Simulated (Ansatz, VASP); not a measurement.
**One calculation of TiAl3, two programs**

```
CELL_PARAMETERS angstrom
-1.88528 1.88528 4.22281
1.88528 -1.88528 4.22281
1.88528 1.88528 -4.22281
ATOMIC_POSITIONS crystal
Ti 0.00000 0.00000 0.00000
Al 0.25000 0.75000 0.50000
Al 0.75000 0.25000 0.50000
Al 0.50000 0.50000 0.00000
```

Change from the starting cell: volume scaled by 0.96.

Alike in both runs: task single point; functional LDA; k mesh 10 × 10 × 10; occupations fermi-dirac, width 0.05 eV; no spin polarisation.

|  | VASP | Ansatz |
| --- | --- | --- |
| version | VASP 6.6.1 | Ansatz 0.2.0 |
| potentials or method | VASP PAW LDA potentials, release 64 (Ti_sv, Al), cutoff 520 eV | all-electron LAPW, scalar-relativistic |

Ansatz gave:

* gap on the k mesh at the Fermi level (eV): none
* pressure (GPa): 1.0
* traceless stress, the component that is largest in VASP (GPa): 0.15

**Question.** Estimate VASP's values.

**Answer.** gap on the k mesh at the Fermi level (eV): none; pressure (GPa): 1.2; traceless stress, the component that is largest in VASP (GPa): 0.11.

LDA's correlation is that of Perdew and Zunger in VASP and of Perdew and Wang (1992) in Ansatz. A gap of «none» marks a metal or a gap that the smearing closes. Ansatz ran all-electron here, and VASP with PAW potentials.
